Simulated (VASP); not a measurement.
A run of VASP 6.6.1 is set up as follows.

Contents of INCAR:

```
SYSTEM = Sc3H2
ALGO = Normal
EDIFF = 1E-6
ENCUT = 520
GGA = PE
ISIF = 2
ISMEAR = 0
LASPH = .TRUE.
LCHARG = .FALSE.
LREAL = .FALSE.
LWAVE = .FALSE.
NBANDS = 46
NELM = 60
PREC = Accurate
SIGMA = 0.1
```

The input KPOINTS:

```
k-points
0
G
  6 6 6
  0 0 0
```

The input POSCAR:

```
Sc3H2
1.0
    2.8838153003      1.6649715399      5.0721515818
   -2.8838153003      1.6649715399      5.0721515818
    0.0000000000     -3.3299430799      5.0721515817
Sc H
6 4
Direct
    0.0833918833      0.4166081167      0.7500000000
    0.7500000000      0.0833918833      0.4166081167
    0.4166081167      0.7500000000      0.0833918833
    0.9166081167      0.5833918833      0.2500000000
    0.2500000000      0.9166081167      0.5833918833
    0.5833918833      0.2500000000      0.9166081167
    0.8330396839      0.8330396839      0.8330396839
    0.6669603161      0.6669603161      0.6669603161
    0.1669603161      0.1669603161      0.1669603161
    0.3330396839      0.3330396839      0.3330396839
```

Potentials or basis: VASP PAW PBE potentials, release 64 (Sc_sv, H).

Launch:

```sh
$ cat potpaw_PBE.64/Sc_sv/POTCAR potpaw_PBE.64/H/POTCAR > POTCAR
$ mpirun -np 1 vasp_std > vasp.out
```

(1) What does it give for the pressure?

(2) Predict the band gap on the k mesh.

(3) Estimate the largest force.

Answers

(1) 0.1 GPa.

(2) zero (band 35 reaches 4.85 eV, above the bottom of band 36 at 4.16 eV).

(3) 0.020 eV/Å.
